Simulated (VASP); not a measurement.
# TiSi2 (Fddd) in VASP: notebook

TiSi2 is run at these levels: PBE; tasks: single point, relaxation of cell and atoms.

All numbers are computed with VASP 6.6.1; they aren't measurements. Logs are shortened: lines on timing, memory, paths and dates and some standing lists are left out, and cuts for length are marked.

### Step 1. The cell of the first run

Symmetry: Fddd, No. 70, orthorhombic system. Conventional cell: a = 4.703 Å, b = 8.049 Å, c = 8.440 Å, α = 90.00°, β = 90.00°, γ = 90.00°. Ti (site symmetry 222) has 10 Si at 2.51 to 2.71 Å and 4 Ti at 3.14 Å within 3.3 Å. Within 3.3 Å of Si (site symmetry 2) lie 9 Si at 2.49 to 3.14 Å and 5 Ti at 2.51 to 2.71 Å.

### Step 2. Single point, PBE

Contents of INCAR:

```
SYSTEM = TiSi2
  ALGO = Normal
  EDIFF = 1E-6
  ENCUT = 520
  GGA = PE
  ISIF = 2
  ISMEAR = -1
  LASPH = .True.
  LCHARG = .False.
  LREAL = .False.
  LWAVE = .False.
  NBANDS = 29
  NELM = 60
  PREC = Accurate
  SIGMA = 0.05
```

Contents of KPOINTS:

```
k-points
0
Gamma
  7 7 7
  0 0 0
```

Contents of POSCAR:

```
TiSi2
1.0
    0.0000000000      4.0244009069      4.2200148199
    2.3515107094      0.0000000000      4.2200148199
    2.3515107094      4.0244009069      0.0000000000
Ti Si
2 4
Direct
    0.7500000000      0.7500000000      0.7500000000
    0.5000000000      0.5000000000      0.5000000000
    0.4131755846      0.0868244154      0.4131755846
    0.0868244154      0.4131755846      0.0868244154
    0.1631755846      0.8368244154      0.1631755846
    0.8368244154      0.1631755846      0.8368244154
```

Potentials or basis: VASP PAW PBE potentials, release 64 (Ti_sv, Si).

Command:

```sh
$ cat potpaw_PBE.64/Ti_sv/POTCAR potpaw_PBE.64/Si/POTCAR > POTCAR
$ mpirun -np 1 vasp_std > vasp.out
```

OUTCAR:

```text
SYSTEM = TiSi2
   EDIFF = 1E-6
   ENCUT = 520
   GGA = PE
   ISIF = 2
   ISMEAR = -1
   LASPH = .True.
   LREAL = .False.
   NELM = 60
   PREC = Accurate

 ion  position               nearest neighbor table
   1  0.750  0.750  0.750-   6 2.51   5 2.51   6 2.51   5 2.51   3 2.69   3 2.69   4 2.69   4 2.69
                             3 2.71   4 2.71
   2  0.500  0.500  0.500-   4 2.51   3 2.51   4 2.51   3 2.51   5 2.69   5 2.69   6 2.69   6 2.69
                             5 2.71   6 2.71
   3  0.413  0.087  0.413-   6 2.49   6 2.49   2 2.51   2 2.51   4 2.63   1 2.69   1 2.69   1 2.71
                             4 2.74   4 2.74   5 3.14   5 3.14   5 3.14   5 3.14
   4  0.087  0.413  0.087-   5 2.49   5 2.49   2 2.51   2 2.51   3 2.63   1 2.69   1 2.69   1 2.71
                             3 2.74   3 2.74   6 3.14   6 3.14   6 3.14   6 3.14
   5  0.163  0.837  0.163-   4 2.49   4 2.49   1 2.51   1 2.51   6 2.63   2 2.69   2 2.69   2 2.71
                             6 2.74   6 2.74   3 3.14   3 3.14   3 3.14   3 3.14
   6  0.837  0.163  0.837-   3 2.49   3 2.49   1 2.51   1 2.51   5 2.63   2 2.69   2 2.69   2 2.71
                             5 2.74   5 2.74   4 3.14   4 3.14   4 3.14   4 3.14

  LATTYP: Found a face centered orthorhombic cell.
 ALAT       =     4.7030214188
 B/A-ratio  =     1.7114108351
 C/A-ratio  =     1.7945973212

  Lattice vectors:

 A1 = (   0.0000000000,   4.0244009069,   4.2200148199)
 A2 = (   2.3515107094,   0.0000000000,   4.2200148199)
 A3 = (   2.3515107094,   4.0244009069,   0.0000000000)

Analysis of symmetry for initial positions (statically):
=====================================================================
 Subroutine PRICEL returns:
 Original cell was already a primitive cell.

 Routine SETGRP: Setting up the symmetry group for a
 face centered orthorhombic supercell.

 Subroutine GETGRP returns: Found  8 space group operations
 (whereof  4 operations were pure point group operations)
 out of a pool of  8 trial point group operations.

The static configuration has the point symmetry D_2 .
 The point group associated with its full space group is D_2h.

Analysis of symmetry for dynamics (positions and initial velocities):
=====================================================================
 Subroutine PRICEL returns:
 Original cell was already a primitive cell.

 Routine SETGRP: Setting up the symmetry group for a
 face centered orthorhombic supercell.

 Subroutine GETGRP returns: Found  8 space group operations
 (whereof  4 operations were pure point group operations)
 out of a pool of  8 trial point group operations.

The dynamic configuration has the point symmetry D_2 .
 The point group associated with its full space group is D_2h.

 Subroutine INISYM returns: Found  8 space group operations
 (whereof  4 operations are pure point group operations),
 and found     1 'primitive' translations

----------------------------------------------------------------------------------------

                                     Primitive cell

  volume of cell :      79.8716

  direct lattice vectors                    reciprocal lattice vectors
     0.000000000  4.024400907  4.220014820    -0.212629268  0.124242095  0.118482996
     2.351510709  0.000000000  4.220014820     0.212629268 -0.124242095  0.118482996
     2.351510709  4.024400907  0.000000000     0.212629268  0.124242095 -0.118482996

  length of vectors
     5.831322984  4.830955154  4.661051949     0.273286524  0.273286524  0.273286524

  position of ions in fractional coordinates (direct lattice)
     0.750000000  0.750000000  0.750000000
     0.500000000  0.500000000  0.500000000
     0.413175585  0.086824415  0.413175585
     0.086824415  0.413175585  0.086824415
     0.163175585  0.836824415  0.163175585
     0.836824415  0.163175585  0.836824415

  ion indices of the primitive-cell ions
   primitive index   ion index
                 1           1
                 2           2
                 3           3
                 4           4
                 5           5
                 6           6

----------------------------------------------------------------------------------------

 KPOINTS: k-points

Automatic generation of k-mesh.
 Grid dimensions read from file:
 generate k-points for:    7    7    7

 Generating k-lattice:

  Cartesian coordinates                     Fractional coordinates (reciprocal lattice)
    -0.030375610  0.017748871  0.016926142     0.142857143  0.000000000  0.000000000
     0.030375610 -0.017748871  0.016926142     0.000000000  0.142857143  0.000000000
     0.030375610  0.017748871 -0.016926142     0.000000000  0.000000000  0.142857143

  Length of vectors
     0.039040932  0.039040932  0.039040932

  Shift w.r.t. Gamma in fractional coordinates (k-lattice)
     0.000000000  0.000000000  0.000000000

 Subroutine IBZKPT returns following result:
 ===========================================

[... 41 lines left out ...]
   TEBEG  =    0.0;   TEEND  =   0.0 temperature during run
   PSTRESS=    0.0 pullay stress
   NELECT =      40.0000    total number of electrons
   NUPDOWN=      -1.0000    fix difference up-down
   EMIN   =  10.00;   EMAX   =-10.00  energy-range for DOS
   EFERMI =   0.00;   METHOD = LEGACY
   ISMEAR =    -1;   SIGMA  =   0.05  broadening in eV -4-tet -1-fermi 0-gaus
   EFERMI_NEDOS =   21; number of points for ismear=-14 and -15
   IALGO  =     38    algorithm
   IMIX   =      4    mixing-type and parameters
     AMIX     =   0.40;   BMIX     =  1.00
     AMIX_MAG =   1.60;   BMIX_MAG =  1.00
  volume/ion in A,a.u.               =      13.31        89.83
  Fermi-wavevector in a.u.,A,eV,Ry     =   1.300062  2.456761 22.996043  1.690162
  Thomas-Fermi vector in A             =   2.431285
   LORBIT       =      0    0 simple, 1 ext, 2 COOP (PROOUT), +10 PAW based schemes
   GGA     = PE    functional components
   LHFCALC =     F    Hartree Fock is set to
   AEXX    =    0.0000 exact exchange contribution
   IVDW    =     0    specifies the selected vdW correction
   LEPSILON=     F    determine dielectric tensor
   LRPA    =     F    only Hartree local field effects (RPA)
 non-spin polarized calculation
  energy-cutoff  :      520.00
  volume of cell :       79.87
 maximum number of plane-waves:      2177
 NGX is ok and might be reduce to    48
   NGX = 21   NGY = 17   NGZ = 17

 number of electron      40.0000002 magnetization

 Free energy of the ion-electron system (eV)
  ---------------------------------------------------
  ext. energy  EPLUGINS =         0.00000000
  ---------------------------------------------------
  free energy    TOTEN  =       -40.54987678 eV

  energy without entropy =      -40.53068417  energy(sigma->0) =      -40.54028047

 E-fermi :  10.7952     XC(G=0): -11.9585

 val. band max:       10.7565180449   @ k =   0.0000   0.4286   0.4286
 cond. band min:      10.7962591665   @ k =  -0.1429   0.1429   0.1429
 fundamental gap:      0.0397411216
 Fermi energy:        10.7951838719

 k-point     1 :       0.0000    0.0000    0.0000
  band No.  band energies     occupation
      1     -45.3060      2.00000
      2     -45.2701      2.00000
      3     -21.7257      2.00000
      4     -21.7003      2.00000
      5     -21.6115      2.00000
      6     -21.5942      2.00000
[... 21 lines left out ...]
     28      14.7919      0.00000
     29      14.8556      0.00000

 k-point     2 :       0.1429   -0.0000    0.0000
  band No.  band energies     occupation
      1     -45.3046      2.00000
      2     -45.2714      2.00000
      3     -21.7247      2.00000
      4     -21.6997      2.00000
      5     -21.6181      2.00000
      6     -21.5943      2.00000
[... 21 lines left out ...]
     28      14.8277      0.00000
     29      15.0010      0.00000

 k-point     3 :       0.2857    0.0000    0.0000
  band No.  band energies     occupation
      1     -45.3010      2.00000
      2     -45.2748      2.00000
      3     -21.7253      2.00000
      4     -21.6945      2.00000
      5     -21.6358      2.00000
      6     -21.5923      2.00000
[... 638 lines left out ...]
      5     -21.6114      2.00000
      6     -21.6008      2.00000
[... 21 lines left out ...]
     28      15.2613      0.00000
     29      15.6039      0.00000

 k-point    24 :       0.2857    0.1429    0.1429
  band No.  band energies     occupation
      1     -45.3025      2.00000
      2     -45.2734      2.00000
      3     -21.7233      2.00000
      4     -21.6869      2.00000
      5     -21.6367      2.00000
      6     -21.5873      2.00000
[... 21 lines left out ...]
     28      15.0550      0.00000
     29      15.1782      0.00000

 [... further k-points ...]

------------------------ aborting loop because EDIFF is reached ----------------------------------------

  FORCE on cell =-STRESS in cart. coord.  units (eV):
  Direction    XX          YY          ZZ          XY          YZ          ZX
  --------------------------------------------------------------------------------------
  -------------------------------------------------------------------------------------
  Total        4.9642056      4.9691640      4.9624249      0.0000000      0.0000000      0.0000000
  in kB       99.5790947     99.6785560     99.5433749      0.0000000      0.0000000      0.0000000
  external PRESSURE =      99.6003419 kB  Pullay stress =       0.0000000 kB

 VOLUME and BASIS-vectors are now :
 -----------------------------------------------------------------------------
  energy-cutoff  :      520.00
  volume of cell :       79.87
      direct lattice vectors                 reciprocal lattice vectors
     0.000000000  4.024400907  4.220014820    -0.212629268  0.124242095  0.118482996
     2.351510709  0.000000000  4.220014820     0.212629268 -0.124242095  0.118482996
     2.351510709  4.024400907  0.000000000     0.212629268  0.124242095 -0.118482996

 POSITION                                       TOTAL-FORCE (eV/Angst)
 -----------------------------------------------------------------------------------
      3.52727      6.03660      6.33002        -0.000000     -0.000000      0.000000
      2.35151      4.02440      4.22001         0.000000     -0.000000     -0.000000
      1.17576      3.32557      2.11001         0.000000     -0.000331      0.000000
      1.17576      0.69883      2.11001         0.000000      0.000331      0.000000
      2.35151      1.31337      4.22001         0.000000     -0.000331      0.000000
      2.35151      6.73543      4.22001         0.000000      0.000331      0.000000
 -----------------------------------------------------------------------------------
    total drift:                               -0.000000     -0.000000     -0.000000

  FREE ENERGIE OF THE ION-ELECTRON SYSTEM (eV)
  ---------------------------------------------------
  free  energy   TOTEN  =       -40.5498767813 eV

  energy  without entropy=      -40.5306841651  energy(sigma->0) =      -40.54028047
```

Wall time 2.5 min (1 thread of AMD EPYC 7R13 (Zen 3), shared host); peak memory 0.27 GiB.

Results:

* Free energy: -40.5499 eV
* Pressure: 10.0 GPa
* Band gap on the k mesh: zero (bands 20 and 21 overlap by 1.87 eV)

Caveat: the cell stands under pressure.

### Step 3. Single point, PBE

This run uses another cell than the first one, of 13.71 Å³/atom.

Contents of INCAR:

```
ALGO     = Normal         # electronic algorithm
EDIFF    = 1E-6           # SCF threshold, eV
ENCUT    = 520            # plane-wave cutoff, eV
GGA      = PE             # functional
ISIF     = 2              # what is computed and relaxed
ISMEAR   = -1             # smearing method
LASPH    = True           # aspherical terms in the spheres
LCHARG   = False          # write CHGCAR
LREAL    = False          # projectors in reciprocal space
LWAVE    = False          # write WAVECAR
NBANDS   = 29             # bands
NELM     = 60             # most SCF steps
PREC     = Accurate       # precision mode
SIGMA    = 0.05           # smearing width, eV
```

Contents of KPOINTS:

```
k-points
0
Gamma
  7 7 7
```

Contents of POSCAR:

```
TiSi2
1.0
    0.0000000000      4.0702270323      4.2528690505
    2.3754216359      0.0000000000      4.2528690505
    2.3754216359      4.0702270323      0.0000000000
Ti Si
2 4
Direct
    0.7500000000      0.7500000000      0.7500000000
    0.5000000000      0.5000000000      0.5000000000
    0.4129833001      0.0870166999      0.4129833001
    0.0870166999      0.4129833001      0.0870166999
    0.1629833001      0.8370166999      0.1629833001
    0.8370166999      0.1629833001      0.8370166999
```

Potentials or basis: VASP PAW PBE potentials, release 64 (Ti_sv, Si).

Command:

```sh
$ cat potpaw_PBE.64/Ti_sv/POTCAR potpaw_PBE.64/Si/POTCAR > POTCAR
$ mpirun -np 1 vasp_std > vasp.out
```

It took 2.4 min on 1 thread of AMD EPYC 7R13 (Zen 3), shared host; peak memory 0.27 GiB.

The run converged. Its results:

```yaml
Free_energy: -40.6592 eV
Pressure: 5.0 GPa
Band_gap_on_the_k_mesh: zero (bands 20 and 21 overlap by 1.82 eV)
```

Levels at points of the mesh, in eV from the Fermi level:
| k point | band 17 | band 18 | band 19 | band 20 | band 21 | band 22 | band 23 | band 24 |
| --- | --- | --- | --- | --- | --- | --- | --- | --- |
| (0.00, 0.00, 0.00) | -2.33 | -2.04 | -1.78 | -1.34 | -0.93 | 2.11 | 3.20 | 3.46 |

Caveat: the cell stands under pressure.

### Step 4. Single point, PBE

This run uses another cell than the first one, of 13.97 Å³/atom.

Edit INCAR of step 3 so:

```diff
@@ -11,3 +11,3 @@
 NBANDS   = 29             # bands
-NELM     = 60             # most SCF steps
+NELM     = 80             # most SCF steps
 PREC     = Accurate       # precision mode
```

KPOINTS is that of step 3.

Contents of POSCAR:

```
TiSi2
1.0
    0.0000000000      4.1010684118      4.2736731236
    2.3913077730      0.0000000000      4.2736731236
    2.3913077730      4.1010684118      0.0000000000
Ti Si
2 4
Direct
    0.7500000000      0.7500000000      0.7500000000
    0.5000000000      0.5000000000      0.5000000000
    0.4128570682      0.0871429318      0.4128570682
    0.0871429318      0.4128570682      0.0871429318
    0.1628570682      0.8371429318      0.1628570682
    0.8371429318      0.1628570682      0.8371429318
```

Command:

```sh
$ cat potpaw_PBE.64/Ti_sv/POTCAR potpaw_PBE.64/Si/POTCAR > POTCAR
$ mpirun -np 1 vasp_std > vasp.out
```

Run time: 2.4 min. Hardware: 1 thread of AMD EPYC 7R13 (Zen 3), shared host; peak memory 0.28 GiB.

It converged, with:

| Item | Value |
| --- | --- |
| Free energy | -40.6934 eV |
| Pressure | 2.0 GPa |
| Band gap on the k mesh | zero (bands 20 and 21 overlap by 1.79 eV) |

Levels at points of the mesh, in eV from the Fermi level:
```csv
k point,band 18,band 19,band 20,band 21,band 22,band 23
"(0.00, 0.00, 0.00)",-2.05,-1.78,-1.34,-0.91,2.06,3.12
```

### Step 5. Relaxation of cell and atoms, PBE, target pressure 2 GPa, at which the enthalpy is minimised

This run uses another cell than the first one, of 13.98 Å³/atom.

Contents of INCAR:

```
PREC = Accurate ; ENCUT = 600
EDIFF = 1E-6 ; ISMEAR = -1
SIGMA = 0.05 ; LREAL = F
LASPH = T ; NELM = 100
ALGO = Normal ; ISIF = 3
LWAVE = F ; LCHARG = F
GGA = PE ; IBRION = 2
NSW = 60 ; EDIFFG = -0.01
PSTRESS = 20.0
```

Contents of KPOINTS:

```
regular mesh
0
Gamma
  7 7 7
```

Contents of POSCAR:

```
TiSi2
1.0
    0.0000000000      4.1175163063      4.2628978354
    2.3895119538      0.0000000000      4.2628978354
    2.3895119538      4.1175163063      0.0000000000
Ti Si
2 4
Direct
    0.7500000000      0.7500000000      0.7500000000
    0.5000000000      0.5000000000      0.5000000000
    0.4125656100      0.0874343900      0.4125656100
    0.0874343900      0.4125656100      0.0874343900
    0.1625656100      0.8374343900      0.1625656100
    0.8374343900      0.1625656100      0.8374343900
```

Command:

```sh
$ cat potpaw_PBE.64/Ti_sv/POTCAR potpaw_PBE.64/Si/POTCAR > POTCAR
$ mpirun -np 1 vasp_std > vasp.out
```

It took 7.3 min on 1 thread of AMD EPYC 7R13 (Zen 3), shared host; peak memory 0.33 GiB.

The run converged. Its results:

```
Free energy                                                : -40.6936 eV
Relaxed volume                                             : 13.97 Å³/atom
Relaxed cell                                               : a = 5.923 Å, b = 4.897 Å, c = 4.747 Å, α = 75.76°, β = 53.27°, γ = 50.97°
Space group after relaxing (to 0.1 Å)                      : Fddd (No. 70)
Energy change on relaxing (the run minimises the enthalpy) : -0.2 meV/atom
Ionic steps                                                : 5
Pressure after relaxing                                    : 2.1 GPa
Largest force after relaxing                               : 0.010 eV/Å
Band gap on the k mesh                                     : zero (bands 20 and 21 overlap by 1.79 eV)
```

Forces on the atoms (eV/Å):
```
Ti   0.000  0.000  0.000
Ti   0.000  0.000  0.000
Si   0.000  0.010  0.000
Si   0.000 -0.010  0.000
Si   0.000  0.010  0.000
Si   0.000 -0.010  0.000
```

The path:
| step | energy change (eV) | largest force (eV/Å) | pressure (GPa) | volume (Å³) |
| --- | --- | --- | --- | --- |
| 1 | 0.0000 | 0.0195 | 2.04 | 83.88 |
| 2 | -0.0022 | 0.0073 | 1.74 | 83.93 |
| 3 | -0.0024 | 0.0112 | 1.82 | 83.92 |
| 4 | -0.0002 | 0.0087 | 2.12 | 83.74 |
| 5 | -0.0010 | 0.0095 | 2.05 | 83.80 |

Final structure:
```cif
data_structure
_symmetry_space_group_name_H-M 'P 1'
_symmetry_Int_Tables_number 1
_cell_length_a 5.9227
_cell_length_b 4.8971
_cell_length_c 4.7466
_cell_angle_alpha 75.762
_cell_angle_beta 53.268
_cell_angle_gamma 50.969
_cell_volume 83.80
loop_
_atom_site_label
_atom_site_type_symbol
_atom_site_fract_x
_atom_site_fract_y
_atom_site_fract_z
_atom_site_occupancy
Ti1 Ti 0.75000 0.75000 0.75000 1
Ti2 Ti 0.50000 0.50000 0.50000 1
Si1 Si 0.41269 0.08731 0.41269 1
Si2 Si 0.08731 0.41269 0.08731 1
Si3 Si 0.16269 0.83731 0.16269 1
Si4 Si 0.83731 0.16269 0.83731 1
```

Levels at points of the mesh, in eV from the Fermi level:
```csv
k point,band 17,band 18,band 19,band 20,band 21,band 22,band 23,band 24
"(0.00, 0.00, 0.00)",-2.29,-2.05,-1.78,-1.33,-0.91,2.07,3.12,3.35
```

Caveat: the cell is relaxed towards a set pressure, so the run minimises the enthalpy, not the energy.

### Step 6. Summary

```csv
task,cell,cutoff (eV),gap on the mesh (eV),pressure (GPa)
single point,"a = 5.831, b = 4.831, c = 4.661 Å, angles 75.8, 53.4, 50.8°, 6 atoms",520,none,10.0
single point,"a = 5.887, b = 4.871, c = 4.713 Å, angles 75.8, 53.3, 50.9°, 6 atoms",520,none,5.0
single point,"a = 5.923, b = 4.897, c = 4.747 Å, angles 75.8, 53.3, 51.0°, 6 atoms",520,none,2.0
relaxation of cell and atoms,"relaxed to 2 GPa from a = 5.927, b = 4.887, c = 4.761 Å, angles 75.8, 53.1, 51.1°, 6 atoms",600,none,2.1
```

Alike in all rows: level PBE; potentials or basis VASP PAW PBE potentials, release 64 (Ti_sv, Si); no spin polarisation; k mesh 7 × 7 × 7; smearing fermi-dirac 0.05 eV.

Caveats: the cell stands under pressure (at least some runs); the cell is relaxed towards a set pressure, so the run minimises the enthalpy, not the energy (at least some runs).

Absolute energies hang on the potentials; compare differences alone.
